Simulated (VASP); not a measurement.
# CaB6 (Pm-3m) in VASP: further runs

Runs on CaB6. Level: PBEsol. Tasks: single point.

Everything below comes from runs of VASP 6.6.1. Logs are shortened: lines on timing, memory, paths and dates and some standing lists are left out, and cuts for length are marked.

## (1) The cell of the first run

The structure is cubic, space group Pm-3m (No. 221). The conventional cell has a = 4.208 Å, b = 4.208 Å, c = 4.208 Å, α = 90.00°, β = 90.00°, γ = 90.00°. Within 4.3 Å of Ca (site symmetry m-3m) lie 24 B at 3.10 Å and 6 Ca at 4.21 Å. B (site symmetry 4mm) has 5 B at 1.71 to 1.77 Å within 2.3 Å.

## (2) Single point, PBEsol (10.65 Å³/atom)

Contents of INCAR:

```
SYSTEM = CaB6
ALGO = Normal
EDIFF = 1E-7
ENCUT = 520
GGA = PS
ISIF = 2
ISMEAR = 0
LASPH = .TRUE.
LCHARG = .FALSE.
LREAL = .FALSE.
LWAVE = .FALSE.
NBANDS = 23
NELM = 100
PREC = Accurate
SIGMA = 0.1
```

Contents of KPOINTS:

```
k-points
0
G
  10 10 10
  0 0 0
```

Contents of POSCAR:

```
CaB6
1.0
    4.2082877292      0.0000000000      0.0000000000
    0.0000000000      4.2082877292      0.0000000000
    0.0000000000      0.0000000000      4.2082877292
Ca B
1 6
Direct
    0.5000000000      0.5000000000      0.5000000000
    0.0000000000      0.0000000000      0.2971919865
    0.0000000000      0.0000000000      0.7028080135
    0.2971919865      0.0000000000      0.0000000000
    0.7028080135      0.0000000000      0.0000000000
    0.0000000000      0.2971919865      0.0000000000
    0.0000000000      0.7028080135      0.0000000000
```

Potentials or basis: VASP PAW PBE potentials, release 64 (Ca_sv, B).

Command:

```bash
> cat potpaw_PBE.64/Ca_sv/POTCAR potpaw_PBE.64/B/POTCAR > POTCAR
> mpirun -np 1 vasp_std > vasp.out
```

OUTCAR:

```text
SYSTEM = CaB6
   EDIFF = 1E-7
   ENCUT = 520
   GGA = PS
   ISIF = 2
   ISMEAR = 0
   LASPH = .TRUE.
   LREAL = .FALSE.
   NELM = 100
   PREC = Accurate

 ion  position               nearest neighbor table
   1  0.500  0.500  0.500-
   2  0.000  0.000  0.297-   3 1.71   4 1.77   5 1.77   6 1.77   7 1.77
   3  0.000  0.000  0.703-   2 1.71   4 1.77   5 1.77   6 1.77   7 1.77
   4  0.297  0.000  0.000-   5 1.71   3 1.77   2 1.77   6 1.77   7 1.77
   5  0.703  0.000  0.000-   4 1.71   3 1.77   2 1.77   6 1.77   7 1.77
   6  0.000  0.297  0.000-   7 1.71   3 1.77   4 1.77   5 1.77   2 1.77
   7  0.000  0.703  0.000-   6 1.71   3 1.77   4 1.77   5 1.77   2 1.77

  LATTYP: Found a simple cubic cell.
 ALAT       =     4.2082877292

  Lattice vectors:

 A1 = (   4.2082877292,   0.0000000000,   0.0000000000)
 A2 = (   0.0000000000,   4.2082877292,   0.0000000000)
 A3 = (   0.0000000000,   0.0000000000,   4.2082877292)

Analysis of symmetry for initial positions (statically):
=====================================================================
 Subroutine PRICEL returns:
 Original cell was already a primitive cell.

 Routine SETGRP: Setting up the symmetry group for a
 simple cubic supercell.

 Subroutine GETGRP returns: Found 48 space group operations
 (whereof 48 operations were pure point group operations)
 out of a pool of 48 trial point group operations.

The static configuration has the point symmetry O_h .

Analysis of symmetry for dynamics (positions and initial velocities):
=====================================================================
 Subroutine PRICEL returns:
 Original cell was already a primitive cell.

 Routine SETGRP: Setting up the symmetry group for a
 simple cubic supercell.

 Subroutine GETGRP returns: Found 48 space group operations
 (whereof 48 operations were pure point group operations)
 out of a pool of 48 trial point group operations.

The dynamic configuration has the point symmetry O_h .

 Subroutine INISYM returns: Found 48 space group operations
 (whereof 48 operations are pure point group operations),
 and found     1 'primitive' translations

----------------------------------------------------------------------------------------

                                     Primitive cell

  volume of cell :      74.5275

  direct lattice vectors                    reciprocal lattice vectors
     4.208287729  0.000000000  0.000000000     0.237626337  0.000000000  0.000000000
     0.000000000  4.208287729  0.000000000     0.000000000  0.237626337  0.000000000
     0.000000000  0.000000000  4.208287729     0.000000000  0.000000000  0.237626337

  length of vectors
     4.208287729  4.208287729  4.208287729     0.237626337  0.237626337  0.237626337

  position of ions in fractional coordinates (direct lattice)
     0.500000000  0.500000000  0.500000000
     0.000000000  0.000000000  0.297191987
     0.000000000  0.000000000  0.702808013
     0.297191987  0.000000000  0.000000000
     0.702808013  0.000000000  0.000000000
     0.000000000  0.297191987  0.000000000
     0.000000000  0.702808013  0.000000000

  ion indices of the primitive-cell ions
   primitive index   ion index
                 1           1
                 2           2
                 3           3
                 4           4
                 5           5
                 6           6
                 7           7

----------------------------------------------------------------------------------------

 KPOINTS: k-points

Automatic generation of k-mesh.
 Grid dimensions read from file:
 generate k-points for:   10   10   10

 Generating k-lattice:

  Cartesian coordinates                     Fractional coordinates (reciprocal lattice)
     0.023762634  0.000000000  0.000000000     0.100000000  0.000000000  0.000000000
     0.000000000  0.023762634  0.000000000     0.000000000  0.100000000  0.000000000
     0.000000000  0.000000000  0.023762634     0.000000000  0.000000000  0.100000000

  Length of vectors
     0.023762634  0.023762634  0.023762634

  Shift w.r.t. Gamma in fractional coordinates (k-lattice)
     0.000000000  0.000000000  0.000000000

 Subroutine IBZKPT returns following result:
 ===========================================

 Found     56 irreducible k-points:

 Following reciprocal coordinates:
            Coordinates               Weight
  0.000000  0.000000  0.000000      1.000000
  0.100000  0.000000  0.000000      6.000000
  0.200000  0.000000  0.000000      6.000000
  0.300000  0.000000  0.000000      6.000000
  0.400000  0.000000  0.000000      6.000000
  0.500000  0.000000  0.000000      3.000000
[... 16 lines left out ...]
  0.200000  0.100000  0.100000     24.000000
  0.300000  0.100000  0.100000     24.000000
 [... further k-points ...]
   k-points           NKPTS =     56   k-points in BZ     NKDIM =     56   number of bands    NBANDS=     23
   number of dos      NEDOS =    301   number of ions     NIONS =      7
   total plane-waves  NPLWV =  32768
   dimension x,y,z NGX =    32 NGY =   32 NGZ =   32
   dimension x,y,z NGXF=    64 NGYF=   64 NGZF=   64
   ions per type =               1   6
   NGX,Y,Z   is equivalent  to a cutoff of  12.64, 12.64, 12.64 a.u.
   NGXF,Y,Z  is equivalent  to a cutoff of  25.28, 25.28, 25.28 a.u.
 SYSTEM =  CaB6
   PREC   = accura    normal or accurate (medium, high low for compatibility)
   ISTART =      0    job   : 0-new  1-cont  2-samecut
   ICHARG =      2    charge: 1-file 2-atom 10-const
   ISPIN  =      1    spin polarized calculation?
   LNONCOLLINEAR =      F non collinear calculations
   LSORBIT =      F    spin-orbit coupling
   LASPH  =      T    aspherical Exc in radial PAW
   ENCUT  =  520.0 eV  38.22 Ry    6.18 a.u.   7.82  7.82  7.82*2*pi/ulx,y,z
   NELM   =    100;   NELMIN=  2; NELMDL= -5     # of ELM steps
   EDIFF  = 0.1E-06   stopping-criterion for ELM
   LREAL  =      F    real-space projection
   EDIFFG = 0.1E-05   stopping-criterion for IOM
   NSW    =      0    number of steps for IOM
   IBRION =     -1    ionic relax: 0-MD 1-quasi-New 2-CG
   NFREE  =      0    steps in history (QN), initial steepest desc. (CG)
   ISIF   =      2    stress and relaxation
   ISYM   =      2    0-nonsym 1-usesym 2-fastsym
   POTIM  = 0.5000    time-step for ionic-motion
   TEBEG  =    0.0;   TEEND  =   0.0 temperature during run
   PSTRESS=    0.0 pullay stress
   NELECT =      28.0000    total number of electrons
   NUPDOWN=      -1.0000    fix difference up-down
   EMIN   =  10.00;   EMAX   =-10.00  energy-range for DOS
   EFERMI =   0.00;   METHOD = LEGACY
   ISMEAR =     0;   SIGMA  =   0.10  broadening in eV -4-tet -1-fermi 0-gaus
   EFERMI_NEDOS =   21; number of points for ismear=-14 and -15
   IALGO  =     38    algorithm
   IMIX   =      4    mixing-type and parameters
     AMIX     =   0.40;   BMIX     =  1.00
     AMIX_MAG =   1.60;   BMIX_MAG =  1.00
  volume/ion in A,a.u.               =      10.65        71.85
  Fermi-wavevector in a.u.,A,eV,Ry     =   1.181287  2.232309 18.986099  1.395439
  Thomas-Fermi vector in A             =   2.317563
   LORBIT       =      0    0 simple, 1 ext, 2 COOP (PROOUT), +10 PAW based schemes
   GGA     = PS    functional components
   LHFCALC =     F    Hartree Fock is set to
   AEXX    =    0.0000 exact exchange contribution
   IVDW    =     0    specifies the selected vdW correction
   LEPSILON=     F    determine dielectric tensor
   LRPA    =     F    only Hartree local field effects (RPA)
 non-spin polarized calculation
 Gauss-broadening in eV      SIGMA  =   0.10
  energy-cutoff  :      520.00
  volume of cell :       74.53
 maximum number of plane-waves:      2022
 NGX is ok and might be reduce to    32
   NGX = 15   NGY = 15   NGZ = 15

 number of electron      27.9999998 magnetization

 Free energy of the ion-electron system (eV)
  ---------------------------------------------------
  ext. energy  EPLUGINS =         0.00000000
  ---------------------------------------------------
  free energy    TOTEN  =       -47.00501694 eV

  energy without entropy =      -47.00421840  energy(sigma->0) =      -47.00461767

 E-fermi :   4.3131     XC(G=0): -10.5167

 val. band max:        4.2764625624   @ k =   0.4000   0.0000   0.0000
 cond. band min:       4.3173300886   @ k =   0.5000   0.0000   0.0000
 fundamental gap:      0.0408675262
 Fermi energy:         4.3130757841

 k-point     1 :       0.0000    0.0000    0.0000
  band No.  band energies     occupation
      1     -36.7963      2.00000
      2     -17.8514      2.00000
      3     -17.8514      2.00000
      4     -17.8514      2.00000
      5      -9.8931      2.00000
      6      -2.4116      2.00000
[... 15 lines left out ...]
     22       8.8643      0.00000
     23       9.7463      0.00000

 k-point     2 :       0.1000    0.0000    0.0000
  band No.  band energies     occupation
      1     -36.7961      2.00000
      2     -17.8562      2.00000
      3     -17.8509      2.00000
      4     -17.8509      2.00000
      5      -9.8619      2.00000
      6      -3.0088      2.00000
[... 15 lines left out ...]
     22       8.7798      0.00000
     23       9.4120      0.00000

 k-point     3 :       0.2000    0.0000    0.0000
  band No.  band energies     occupation
      1     -36.7957      2.00000
      2     -17.8685      2.00000
      3     -17.8495      2.00000
      4     -17.8495      2.00000
      5      -9.7766      2.00000
      6      -3.7609      2.00000
[... 15 lines left out ...]
     22       8.8947      0.00000
     23       9.1856      0.00000
[... 495 lines left out ...]
 k-point    23 :       0.2000    0.1000    0.1000
  band No.  band energies     occupation
      1     -36.7953      2.00000
      2     -17.8672      2.00000
      3     -17.8538      2.00000
      4     -17.8531      2.00000
      5      -9.7219      2.00000
      6      -3.7146      2.00000
[... 15 lines left out ...]
     22       9.4000      0.00000
     23       9.7042      0.00000

 k-point    24 :       0.3000    0.1000    0.1000
  band No.  band energies     occupation
      1     -36.7947      2.00000
      2     -17.8822      2.00000
      3     -17.8520      2.00000
      4     -17.8513      2.00000
      5      -9.6150      2.00000
      6      -4.3070      2.00000
[... 15 lines left out ...]
     22       9.8837      0.00000
     23      10.2947      0.00000

 [... further k-points ...]

------------------------ aborting loop because EDIFF is reached ----------------------------------------

  FORCE on cell =-STRESS in cart. coord.  units (eV):
  Direction    XX          YY          ZZ          XY          YZ          ZX
  --------------------------------------------------------------------------------------
  -------------------------------------------------------------------------------------
  Total       -3.6082629     -3.6082629     -3.6082629      0.0000000      0.0000000     -0.0000000
  in kB      -77.5697659    -77.5697659    -77.5697659      0.0000000      0.0000000     -0.0000000
  external PRESSURE =     -77.5697659 kB  Pullay stress =       0.0000000 kB

 VOLUME and BASIS-vectors are now :
 -----------------------------------------------------------------------------
  energy-cutoff  :      520.00
  volume of cell :       74.53
      direct lattice vectors                 reciprocal lattice vectors
     4.208287729  0.000000000  0.000000000     0.237626337  0.000000000  0.000000000
     0.000000000  4.208287729  0.000000000     0.000000000  0.237626337  0.000000000
     0.000000000  0.000000000  4.208287729     0.000000000  0.000000000  0.237626337

 POSITION                                       TOTAL-FORCE (eV/Angst)
 -----------------------------------------------------------------------------------
      2.10414      2.10414      2.10414        -0.000000      0.000000      0.000000
      0.00000      0.00000      1.25067        -0.000000      0.000000      0.027756
      0.00000      0.00000      2.95762        -0.000000      0.000000     -0.027756
      1.25067      0.00000      0.00000         0.027756      0.000000     -0.000000
      2.95762      0.00000      0.00000        -0.027756      0.000000     -0.000000
      0.00000      1.25067      0.00000        -0.000000      0.027756      0.000000
      0.00000      2.95762      0.00000        -0.000000     -0.027756     -0.000000
 -----------------------------------------------------------------------------------
    total drift:                                0.000000      0.000000     -0.000000

  FREE ENERGIE OF THE ION-ELECTRON SYSTEM (eV)
  ---------------------------------------------------
  free  energy   TOTEN  =       -47.0050169361 eV

  energy  without entropy=      -47.0042184005  energy(sigma->0) =      -47.00461767
```

Wall time 33 s (1 thread of Intel Xeon 6975P-C (Granite Rapids), shared host); peak memory 0.22 GiB.

Results:

```
Free energy            : -47.0050 eV
Pressure               : -7.8 GPa
Largest force          : 0.028 eV/Å
Band gap on the k mesh : 0.04 eV (least direct gap 0.09 eV)
```

Forces on the atoms (eV/Å):
```
Ca   0.000  0.000  0.000
B    0.000  0.000  0.028
B    0.000  0.000 -0.028
B    0.028  0.000  0.000
B   -0.028  0.000  0.000
B    0.000  0.028  0.000
B    0.000 -0.028  0.000
```

Levels at points of the mesh, in eV from the valence-band top:
```
           k point  band 10  band 11  band 12  band 13  band 14  band 15  band 16  band 17  band 18  band 19
(0.00, 0.00, 0.00)    -5.15    -5.15    -0.33    -0.33    -0.33     2.81     2.81     2.81     3.25     3.25
(0.50, 0.00, 0.00)    -4.78    -2.30    -2.30    -1.69    -0.05     0.04     3.10     3.10     3.54     3.70
(0.50, 0.50, 0.00)    -4.79    -2.59    -2.59    -1.40    -1.40     2.94     2.94     3.92     4.19     4.25
(0.50, 0.50, 0.50)    -4.22    -4.22    -1.04    -1.04    -1.04     3.94     4.60     4.60     4.66     4.66
```

Caveat: the cell stands under tension; the PAW data sets were made with another functional, which shifts forces and pressure a little. A k mesh can miss the band edges.

## (3) Single point, PBEsol (11.05 Å³/atom)

This run uses another cell than the first one, of 11.05 Å³/atom.

Contents of INCAR:

```
SYSTEM = CaB6
PREC = Accurate
ENCUT = 520
EDIFF = 1E-6
ISMEAR = 0
SIGMA = 0.1
LREAL = .False.
LASPH = .True.
NELM = 100
ALGO = Normal
ISIF = 2
LWAVE = .False.
LCHARG = .False.
GGA = PS
NBANDS = 23
```

Contents of KPOINTS:

```
Automatic mesh
0
Gamma
  10 10 10
  0 0 0
```

Contents of POSCAR:

```
CaB6
1.0
    4.2605699413      0.0000000000      0.0000000000
    0.0000000000      4.2605699413      0.0000000000
    0.0000000000      0.0000000000      4.2605699413
Ca B
1 6
Direct
    0.5000000000      0.5000000000      0.5000000000
    0.0000000000      0.0000000000      0.2963239548
    0.0000000000      0.0000000000      0.7036760452
    0.2963239548      0.0000000000      0.0000000000
    0.7036760452      0.0000000000      0.0000000000
    0.0000000000      0.2963239548      0.0000000000
    0.0000000000      0.7036760452      0.0000000000
```

Potentials or basis: VASP PAW PBE potentials, release 64 (Ca_sv, B).

Command:

```bash
> cat potpaw_PBE.64/Ca_sv/POTCAR potpaw_PBE.64/B/POTCAR > POTCAR
> mpirun -np 1 vasp_std > vasp.out
```

Wall time 33 s (1 thread of Intel Xeon 6975P-C (Granite Rapids), shared host); peak memory 0.22 GiB.

Results (log left out):

```
Free energy   : -46.8311 eV
Pressure      : -12.0 GPa
Largest force : 0.027 eV/Å
```

Forces in eV/Å, atoms in the order of the input:
```
Ca   0.000  0.000  0.000
B    0.000  0.000  0.027
B    0.000  0.000 -0.027
B    0.027  0.000  0.000
B   -0.027  0.000  0.000
B    0.000  0.027  0.000
B    0.000 -0.027  0.000
```

Levels at points of the mesh, in eV from the Fermi level:
```tsv
k point	band 12	band 13	band 14	band 15	band 16	band 17
(0.00, 0.00, 0.00)	-0.38	-0.38	-0.38	2.76	2.76	2.76
(0.50, 0.00, 0.00)	-2.28	-1.69	-0.03	-0.02	2.98	2.98
(0.50, 0.50, 0.00)	-2.55	-1.41	-1.41	2.83	2.83	3.77
(0.50, 0.50, 0.50)	-1.07	-1.07	-1.07	3.73	4.41	4.41
```

Caveat: the cell stands under tension; the PAW data sets were made with another functional, which shifts forces and pressure a little.
